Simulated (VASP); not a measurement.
# Y (Im-3m) in VASP: a series of runs, part 2 of 2

VASP 6.6.1. Earlier steps stand in the parts before.

## Step 4: Single point, PBEsol

File INCAR:

```
PREC = Accurate
ENCUT = 500
EDIFF = 1E-6
ISMEAR = -1
SIGMA = 0.1
LREAL = False
LASPH = True
NELM = 120
ALGO = Normal
ISIF = 2
LWAVE = False
LCHARG = False
GGA = PS
NBANDS = 12
GGA_COMPAT = False
```

File KPOINTS:

```
Automatic mesh
0
Gamma
  8 8 8
```

File POSCAR:

```
Y
1.0
    1.9897841331      1.9897841331      1.9897841331
   -1.9897841331      1.9897841331      1.9897841331
   -1.9897841331     -1.9897841331      1.9897841331
Y
1
Direct
    0.0000000000      0.0000000000      0.0000000000
```

Potentials or basis: VASP PAW PBE potentials, release 64 (Y_sv).

On the command line:

```sh
$ cat potpaw_PBE.64/Y_sv/POTCAR > POTCAR
$ mpirun -np 1 vasp_std > vasp.out
```

OUTCAR:

```text
PREC = Accurate
   ENCUT = 500
   EDIFF = 1E-6
   ISMEAR = -1
   LREAL = False
   LASPH = True
   NELM = 120
   ISIF = 2
   GGA = PS

 ion  position               nearest neighbor table
   1  0.000  0.000  0.000-

  LATTYP: Found a body centered cubic cell.
 ALAT       =     3.9795682662

  Lattice vectors:

 A1 = (   1.9897841331,  -1.9897841331,  -1.9897841331)
 A2 = (   1.9897841331,   1.9897841331,   1.9897841331)
 A3 = (  -1.9897841331,  -1.9897841331,   1.9897841331)

Analysis of symmetry for initial positions (statically):
=====================================================================
 Subroutine PRICEL returns:
 Original cell was already a primitive cell.

 Routine SETGRP: Setting up the symmetry group for a
 body centered cubic supercell.

 Subroutine GETGRP returns: Found 48 space group operations
 (whereof 48 operations were pure point group operations)
 out of a pool of 48 trial point group operations.

The static configuration has the point symmetry O_h .

Analysis of symmetry for dynamics (positions and initial velocities):
=====================================================================
 Subroutine PRICEL returns:
 Original cell was already a primitive cell.

 Routine SETGRP: Setting up the symmetry group for a
 body centered cubic supercell.

 Subroutine GETGRP returns: Found 48 space group operations
 (whereof 48 operations were pure point group operations)
 out of a pool of 48 trial point group operations.

The dynamic configuration has the point symmetry O_h .

 Subroutine INISYM returns: Found 48 space group operations
 (whereof 48 operations are pure point group operations),
 and found     1 'primitive' translations

----------------------------------------------------------------------------------------

                                     Primitive cell

  volume of cell :      31.5121

  direct lattice vectors                    reciprocal lattice vectors
     1.989784133  1.989784133  1.989784133     0.251283540  0.000000000  0.251283540
    -1.989784133  1.989784133  1.989784133    -0.251283540  0.251283540  0.000000000
    -1.989784133 -1.989784133  1.989784133     0.000000000 -0.251283540  0.251283540

  length of vectors
     3.446407215  3.446407215  3.446407215     0.355368590  0.355368590  0.355368590

  position of ions in fractional coordinates (direct lattice)
     0.000000000  0.000000000  0.000000000

  ion indices of the primitive-cell ions
   primitive index   ion index
                 1           1

----------------------------------------------------------------------------------------

 KPOINTS: Automatic mesh

Automatic generation of k-mesh.
 Grid dimensions read from file:
 generate k-points for:    8    8    8

 Generating k-lattice:

  Cartesian coordinates                     Fractional coordinates (reciprocal lattice)
     0.031410442  0.000000000  0.031410442     0.125000000  0.000000000  0.000000000
    -0.031410442  0.031410442  0.000000000     0.000000000  0.125000000  0.000000000
     0.000000000 -0.031410442  0.031410442     0.000000000  0.000000000  0.125000000

  Length of vectors
     0.044421074  0.044421074  0.044421074

  Shift w.r.t. Gamma in fractional coordinates (k-lattice)
     0.000000000  0.000000000  0.000000000

 Subroutine IBZKPT returns following result:
 ===========================================

 Found     29 irreducible k-points:

 Following reciprocal coordinates:
            Coordinates               Weight
  0.000000  0.000000  0.000000      1.000000
  0.125000  0.000000  0.000000     12.000000
  0.250000  0.000000  0.000000     12.000000
  0.375000  0.000000  0.000000     12.000000
  0.500000  0.000000  0.000000      6.000000
  0.250000  0.125000  0.000000     24.000000
[... 16 lines left out ...]
  0.375000  0.250000  0.250000     24.000000
  0.500000  0.250000  0.250000     12.000000
 [... further k-points ...]
   k-points           NKPTS =     29   k-points in BZ     NKDIM =     29   number of bands    NBANDS=     12
   number of dos      NEDOS =    301   number of ions     NIONS =      1
   total plane-waves  NPLWV =  21952
   dimension x,y,z NGX =    28 NGY =   28 NGZ =   28
   dimension x,y,z NGXF=    56 NGYF=   56 NGZF=   56
   ions per type =               1
   NGX,Y,Z   is equivalent  to a cutoff of  13.51, 13.51, 13.51 a.u.
   NGXF,Y,Z  is equivalent  to a cutoff of  27.01, 27.01, 27.01 a.u.
 SYSTEM =  unknown system
   PREC   = accura    normal or accurate (medium, high low for compatibility)
   ISTART =      0    job   : 0-new  1-cont  2-samecut
   ICHARG =      2    charge: 1-file 2-atom 10-const
   ISPIN  =      1    spin polarized calculation?
   LNONCOLLINEAR =      F non collinear calculations
   LSORBIT =      F    spin-orbit coupling
   LASPH  =      T    aspherical Exc in radial PAW
   ENCUT  =  500.0 eV  36.75 Ry    6.06 a.u.   6.28  6.28  6.28*2*pi/ulx,y,z
   NELM   =    120;   NELMIN=  2; NELMDL= -5     # of ELM steps
   EDIFF  = 0.1E-05   stopping-criterion for ELM
   LREAL  =      F    real-space projection
   EDIFFG = 0.1E-04   stopping-criterion for IOM
   NSW    =      0    number of steps for IOM
   IBRION =     -1    ionic relax: 0-MD 1-quasi-New 2-CG
   NFREE  =      0    steps in history (QN), initial steepest desc. (CG)
   ISIF   =      2    stress and relaxation
   ISYM   =      2    0-nonsym 1-usesym 2-fastsym
   POTIM  = 0.5000    time-step for ionic-motion
   TEBEG  =    0.0;   TEEND  =   0.0 temperature during run
   PSTRESS=    0.0 pullay stress
   NELECT =      11.0000    total number of electrons
   NUPDOWN=      -1.0000    fix difference up-down
   EMIN   =  10.00;   EMAX   =-10.00  energy-range for DOS
   EFERMI =   0.00;   METHOD = LEGACY
   ISMEAR =    -1;   SIGMA  =   0.10  broadening in eV -4-tet -1-fermi 0-gaus
   EFERMI_NEDOS =   21; number of points for ismear=-14 and -15
   IALGO  =     38    algorithm
   IMIX   =      4    mixing-type and parameters
     AMIX     =   0.40;   BMIX     =  1.00
     AMIX_MAG =   1.60;   BMIX_MAG =  1.00
  volume/ion in A,a.u.               =      31.51       212.65
  Fermi-wavevector in a.u.,A,eV,Ry     =   1.152692  2.178271 18.078030  1.328698
  Thomas-Fermi vector in A             =   2.289341
   LORBIT       =      0    0 simple, 1 ext, 2 COOP (PROOUT), +10 PAW based schemes
   GGA     = PS    functional components
   LHFCALC =     F    Hartree Fock is set to
   AEXX    =    0.0000 exact exchange contribution
   IVDW    =     0    specifies the selected vdW correction
   LEPSILON=     F    determine dielectric tensor
   LRPA    =     F    only Hartree local field effects (RPA)
 non-spin polarized calculation
  energy-cutoff  :      500.00
  volume of cell :       31.51
 maximum number of plane-waves:       814
 NGX is ok and might be reduce to    28
   NGX = 13   NGY = 13   NGZ = 13

 number of electron      11.0000000 magnetization

 Free energy of the ion-electron system (eV)
  ---------------------------------------------------
  ext. energy  EPLUGINS =         0.00000000
  ---------------------------------------------------
  free energy    TOTEN  =        -6.73027611 eV

  energy without entropy =       -6.65209986  energy(sigma->0) =       -6.69118799

 E-fermi :   3.2137     XC(G=0):  -9.6987

 val. band max:        3.1938076183   @ k =  -0.3750   0.3750   0.1250
 cond. band min:       3.2181932459   @ k =   0.2500  -0.3750   0.1250
 fundamental gap:      0.0243856277
 Fermi energy:         3.2136989559

 k-point     1 :       0.0000    0.0000    0.0000
  band No.  band energies     occupation
      1     -39.4312      2.00000
      2     -19.1142      2.00000
      3     -19.1142      2.00000
      4     -19.1142      2.00000
      5      -1.6709      2.00000
      6       4.9145      0.00000
      7       4.9145      0.00000
      8       4.9145      0.00000
      9       6.9507      0.00000
     10       6.9507      0.00000
     11      13.6354      0.00000
     12      13.6354      0.00000
[... 331 lines left out ...]
 k-point    24 :       0.5000    0.2500    0.2500
  band No.  band energies     occupation
      1     -39.3203      2.00000
      2     -19.6544      2.00000
      3     -19.4383      2.00000
      4     -19.3423      2.00000
      5       2.1028      1.99997
      6       2.6327      1.99402
      7       4.9437      0.00000
      8       5.2551      0.00000
      9       8.7136      0.00000
     10       9.0290      0.00000
     11      11.0475      0.00000
     12      12.5793      0.00000

 [... further k-points ...]

------------------------ aborting loop because EDIFF is reached ----------------------------------------

  FORCE on cell =-STRESS in cart. coord.  units (eV):
  Direction    XX          YY          ZZ          XY          YZ          ZX
  --------------------------------------------------------------------------------------
  -------------------------------------------------------------------------------------
  Total       -0.0214589     -0.0214589     -0.0214589      0.0000000      0.0000000      0.0000000
  in kB       -1.0910369     -1.0910369     -1.0910369      0.0000000      0.0000000      0.0000000
  external PRESSURE =      -1.0910369 kB  Pullay stress =       0.0000000 kB

 VOLUME and BASIS-vectors are now :
 -----------------------------------------------------------------------------
  energy-cutoff  :      500.00
  volume of cell :       31.51
      direct lattice vectors                 reciprocal lattice vectors
     1.989784133  1.989784133  1.989784133     0.251283540  0.000000000  0.251283540
    -1.989784133  1.989784133  1.989784133    -0.251283540  0.251283540  0.000000000
    -1.989784133 -1.989784133  1.989784133     0.000000000 -0.251283540  0.251283540

 POSITION                                       TOTAL-FORCE (eV/Angst)
 -----------------------------------------------------------------------------------
      0.00000      0.00000      0.00000        -0.000000     -0.000000      0.000000
 -----------------------------------------------------------------------------------
    total drift:                               -0.000000      0.000000     -0.000000

  FREE ENERGIE OF THE ION-ELECTRON SYSTEM (eV)
  ---------------------------------------------------
  free  energy   TOTEN  =        -6.7302761132 eV

  energy  without entropy=       -6.6520998647  energy(sigma->0) =       -6.69118799
```

Wall time 9.1 s (1 thread of Intel Xeon 6975P-C (Granite Rapids), shared host); peak memory 0.17 GiB.

What came out:

```yaml
Free_energy: -6.7303 eV
Pressure: -0.1 GPa
Band_gap_on_the_k_mesh: zero (an odd number of electrons rules out a gap without spin polarisation)
```

Caveat: the PAW data sets were made with another functional, which shifts forces and pressure a little.

## Step 5: Single point, PBEsol

File INCAR:

```
SYSTEM = Y
ALGO = Normal
EDIFF = 1E-6
ENCUT = 500
GGA = PS
GGA_COMPAT = .FALSE.
ISIF = 2
ISMEAR = -1
LASPH = .TRUE.
LCHARG = .FALSE.
LREAL = .FALSE.
LWAVE = .FALSE.
NBANDS = 12
NELM = 120
PREC = Accurate
SIGMA = 0.1
```

File KPOINTS:

```
k-points
0
G
  8 8 8
  0 0 0
```

POSCAR is that of step 4.

On the command line:

```sh
$ cat potpaw_PBE.64/Y_sv/POTCAR > POTCAR
$ mpirun -np 1 vasp_std > vasp.out
```

Wall time 8.8 s (1 thread of Intel Xeon 6975P-C (Granite Rapids), shared host); peak memory 0.17 GiB.

It converged, with:

```yaml
Free_energy: -6.7303 eV
Pressure: -0.1 GPa
Band_gap_on_the_k_mesh: zero (an odd number of electrons rules out a gap without spin polarisation)
```

Levels at points of the mesh, in eV from the Fermi level:
| k point | band 1 | band 2 | band 3 | band 4 | band 5 | band 6 | band 7 | band 8 | band 9 | band 10 |
| --- | --- | --- | --- | --- | --- | --- | --- | --- | --- | --- |
| (0.00, 0.00, 0.00) | -42.64 | -22.33 | -22.33 | -22.33 | -4.88 | 1.70 | 1.70 | 1.70 | 3.74 | 3.74 |
| (0.50, 0.00, 0.00) | -42.56 | -22.96 | -22.53 | -22.33 | -2.06 | 0.14 | 0.90 | 3.67 | 4.35 | 6.12 |
| (0.50, 0.50, 0.50) | -42.50 | -22.77 | -22.77 | -22.77 | -1.55 | -1.55 | 5.54 | 5.54 | 5.54 | 5.70 |

Caveat: the PAW data sets were made with another functional, which shifts forces and pressure a little.

## Step 6: Single point, PBEsol

This run uses another cell than the first one, of 31.98 Å³/atom.

File INCAR:

```
SYSTEM = Y
ALGO     = Normal         ! electronic algorithm
EDIFF    = 1E-6           ! SCF threshold, eV
ENCUT    = 500            ! plane-wave cutoff, eV
GGA      = PS             ! functional
GGA_COMPAT= .False.      
ISIF     = 2              ! what is computed and relaxed
ISMEAR   = -1             ! smearing method
LASPH    = .True.         ! aspherical terms in the spheres
LCHARG   = .False.        ! write CHGCAR
LREAL    = .False.        ! projectors in reciprocal space
LWAVE    = .False.        ! write WAVECAR
NBANDS   = 12             ! bands
NELM     = 120            ! most SCF steps
PREC     = Accurate       ! precision mode
SIGMA    = 0.1            ! smearing width, eV
```

File KPOINTS:

```
k-points
0
Gamma
  8 8 8
  0 0 0
```

File POSCAR:

```
Y
1.0
    1.9996837196      1.9996837196      1.9996837196
   -1.9996837196      1.9996837196      1.9996837196
   -1.9996837196     -1.9996837196      1.9996837196
Y
1
Direct
    0.0000000000      0.0000000000      0.0000000000
```

Potentials or basis: VASP PAW PBE potentials, release 64 (Y_sv).

On the command line:

```sh
$ cat potpaw_PBE.64/Y_sv/POTCAR > POTCAR
$ mpirun -np 1 vasp_std > vasp.out
```

Wall time 8.4 s (1 thread of Intel Xeon 6975P-C (Granite Rapids), shared host); peak memory 0.17 GiB.

It converged, with:

```
Free energy            : -6.7291 eV
Pressure               : -0.7 GPa
Band gap on the k mesh : zero (an odd number of electrons rules out a gap without spin polarisation)
```

Levels at points of the mesh, in eV from the Fermi level:
```tsv
k point	band 3	band 4	band 5	band 6	band 7	band 8
(0.00, 0.00, 0.00)	-22.38	-22.38	-4.86	1.68	1.68	1.68
(0.50, 0.00, 0.00)	-22.57	-22.38	-2.04	0.15	0.85	3.62
(0.50, 0.50, 0.50)	-22.80	-22.80	-1.51	-1.51	5.45	5.45
```

Caveat: the PAW data sets were made with another functional, which shifts forces and pressure a little.

## Step 7: The runs side by side

| task | cell | gap on the mesh (eV) | pressure (GPa) | relaxed volume (Å³/atom) |
| --- | --- | --- | --- | --- |
| relaxation of cell and atoms | relaxed from a = 3.446 Å, angles 70.5, 109.5, 70.5°, 1 atom | none | 0.0 | 31.41 |
| relaxation of cell and atoms | relaxed from a = 3.499 Å, angles 70.5, 109.5, 70.5°, 1 atom | none | 0.0 | 31.43 |
| single point | a = 3.446 Å, angles 70.5, 109.5, 70.5°, 1 atom | none | -0.1 | - |
| single point | a = 3.464 Å, angles 70.5, 109.5, 70.5°, 1 atom | none | -0.7 | - |

Alike in all rows: level PBEsol; potentials or basis VASP PAW PBE potentials, release 64 (Y_sv); no spin polarisation; k mesh 8 × 8 × 8; cutoff (eV) 500; smearing fermi-dirac 0.1 eV.

Caveats: the PAW data sets were made with another functional, which shifts forces and pressure a little.

Total energies depend on the potentials used, so only differences within one code and one set of settings carry meaning.
